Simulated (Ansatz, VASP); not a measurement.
**One calculation of MgC2, two programs**

Contents of INCAR:

```
  PREC = Accurate
  ENCUT = 520
  EDIFF = 1E-6
  ISMEAR = 0
  SIGMA = 0.01
  LREAL = F
  LASPH = T
  NELM = 60
  ALGO = Normal
  ISIF = 2
  LWAVE = F
  LCHARG = T
  GGA = RE
  IVDW = 13
  LELF = T
  LVHAR = T
  NBANDS = 19
```

File KPOINTS:

```
regular mesh
0
Gamma
  7 7 6
```

File POSCAR:

```
MgC2
1.0
    3.8701262678      0.0000000000      0.0000000000
    0.0000000000      3.8701262678      0.0000000000
    0.0000000000      0.0000000000      4.8852831073
Mg C
2 4
Direct
    0.0000000000      0.0000000000      0.5000000000
    0.5000000000      0.5000000000      0.0000000000
    0.3876550000      0.6123450000      0.5000000000
    0.6123450000      0.3876550000      0.5000000000
    0.8876550000      0.8876550000      0.0000000000
    0.1123450000      0.1123450000      0.0000000000
```

input.yaml

```yaml
crystal:
  lattice:
    - [3.8701262678, 0.0, 0.0]
    - [0.0, 3.8701262678, 0.0]
    - [0.0, 0.0, 4.8852831073]
  atoms:
    - { symbol: Mg, position: [0.0, 0.0, 0.5] }
    - { symbol: Mg, position: [0.5, 0.5, 0.0] }
    - { symbol: C, position: [0.387655, 0.612345, 0.5] }
    - { symbol: C, position: [0.612345, 0.387655, 0.5] }
    - { symbol: C, position: [0.887655, 0.887655, 0.0] }
    - { symbol: C, position: [0.112345, 0.112345, 0.0] }
hamiltonian:
  xc: revpbe
  pseudopotentials: { kind: paw }
  dispersion: d4
kpoints:
  mp_grid: { grid: [7, 7, 6] }
scf:
  occupations: { method: gaussian, width: 0.01 }
output:
  forces: true
  stress: true
  eigenvalues: true
  write_density: true
  write_potential: true
  elf: true
  volumetric_format: npy
```

Alike in both runs: task single point; functional revPBE; dispersion D4; k mesh 7 × 7 × 6; occupations gaussian, width 0.01 eV; no spin polarisation.

```csv
,VASP,Ansatz
version,VASP 6.6.1,Ansatz 0.2.0
potentials or method,"VASP PAW PBE potentials, release 64 (Mg, C)",Ansatz PAW
plane-wave cutoff (eV),520,420
valence electrons in the cell,20,36
```

VASP gave:

- gap on the k mesh at the Fermi level (eV): 2.54
- least direct gap on the mesh (eV): 2.97
- pressure (GPa): 15.1
- traceless stress, the component that is largest in VASP (GPa): -1.84
- rms of the force components (eV/Å): 1.078

Task: What did Ansatz give for the same quantities?

Result: gap on the k mesh at the Fermi level (eV): 2.54; least direct gap on the mesh (eV): 2.96; pressure (GPa): 15.2; traceless stress, the component that is largest in VASP (GPa): -1.60; rms of the force components (eV/Å): 0.993.

VASP's potentials were made for PBE, not for revPBE. Atom by atom the forces differ by 0.085 eV/Å (rms over components). VASP's potentials hold 20 valence electrons a cell and Ansatz's 36, so a difference there can come from the potentials and not from the codes.

Noted on Ansatz's run: odd divisions of the mesh miss points on the zone boundary, where band edges often lie, so the gap on the mesh can be too wide.
